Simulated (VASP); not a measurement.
Runs of VASP 6.6.1 on TiAl. The structure is that of space group Pm-3m (No. 221), or close to it. The cells are those of the table. 

| task | cell | k mesh | cutoff (eV) | gap on the mesh (eV) | pressure (GPa) | relaxed volume (Å³/atom) |
| --- | --- | --- | --- | --- | --- | --- |
| single point | a = 3.155 Å, 2 atoms | 6 × 6 × 6 | 520 | none | -0.1 | - |
| relaxation of cell and atoms | relaxed from a = 3.155 Å, 2 atoms | 14 × 14 × 14 | 600 | none | -0.1 | (a) |
| single point | a = 3.155 Å, 2 atoms | 14 × 14 × 14 | 520 | none | 0.1 | - |
| single point | a = 3.081 Å, 2 atoms | 6 × 6 × 6 | 520 | none | 9.7 | - |
| relaxation of cell and atoms | relaxed from a = 3.081 Å, 2 atoms | 6 × 6 × 6 | 600 | none | 0.0 | 15.71 |

Alike in all rows: level PBEsol; potentials or basis VASP PAW PBE potentials, release 64 (Al, Ti_sv); no spin polarisation; smearing gaussian 0.1 eV.

Q: Estimate the missing entries.

A: (a) 15.74.

Caveats: the PAW data sets were made with another functional, which shifts forces and pressure a little.

A gap of «none» marks levels without a gap at the run's occupations.
